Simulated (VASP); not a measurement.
# NaLu: relaxation of cell and atoms with PBE

The system is NaLu.

```
Na Lu
1.0
     0.00000    3.16732    3.16732
     3.16732    0.00000    3.16732
     3.16732    3.16732    0.00000
Na Lu
1 1
Direct
  0.50000 0.50000 0.50000
  0.00000 0.00000 0.00000
```

```yaml
Program: VASP 6.6.1
Task: relaxation of cell and atoms
Functional: PBE
Potentials_or_basis: VASP PAW PBE potentials, release 64 (Na_pv, Lu)
Cutoff: 600 eV
k_mesh: 16 × 16 × 16
Occupations: gaussian, width 0.1 eV
Spin: no spin polarisation
Dipole_correction: no
Further_INCAR_settings: ALGO = Normal; EDIFF = 1e-06; IBRION = 2; EDIFFG = -0.01; NSW = 100; ISIF = 3
```

```
Relaxed volume                         : 32.27 Å³/atom
Relaxed cell                           : a = 4.502 Å, b = 4.502 Å, c = 4.502 Å, α = 60.00°, β = 60.00°, γ = 60.00°
Space group after relaxing (to 0.05 Å) : Fm-3m (No. 225)
Energy gained by relaxing              : 0.3 meV/atom
Ionic steps                            : 3
Pressure after relaxing                : 0.0 GPa
Band gap on the k mesh                 : zero (band 16 reaches 2.35 eV, above the bottom of band 17 at 0.94 eV)
```

Step by step:
```tsv
step	energy change (eV)	largest force (eV/Å)	pressure (GPa)	volume (Å³)
1	0.0000	0.0000	0.23	63.55
2	-0.0005	0.0000	0.13	63.98
3	-0.0006	0.0000	-0.02	64.54
```

Final structure:
```
Na Lu
1.0
     0.00000    3.18366    3.18366
     3.18366    0.00000    3.18366
     3.18366    3.18366    0.00000
Na Lu
1 1
Direct
  0.50000 0.50000 0.50000
  0.00000 0.00000 0.00000
```

Levels at points of the mesh, in eV from the Fermi level:
```tsv
k point	band 13	band 14	band 15	band 16	band 17	band 18	band 19	band 20
(0.00, 0.00, 0.00)	-6.30	-6.30	-4.79	1.06	1.06	1.06	1.77	1.77
(0.50, 0.00, 0.00)	-6.30	-6.29	-2.40	-1.04	0.92	0.92	2.60	2.76
(0.50, 0.50, 0.00)	-6.30	-6.29	-1.55	-0.34	-0.29	1.78	2.47	3.05
```

It took 3 min on 1 thread of Intel(R) Xeon(R) 6975P-C (Granite Rapids) (shared host), peak memory 0.39 GiB.

Caveat: spin-orbit coupling is left out, which moves the levels of the heavy elements.
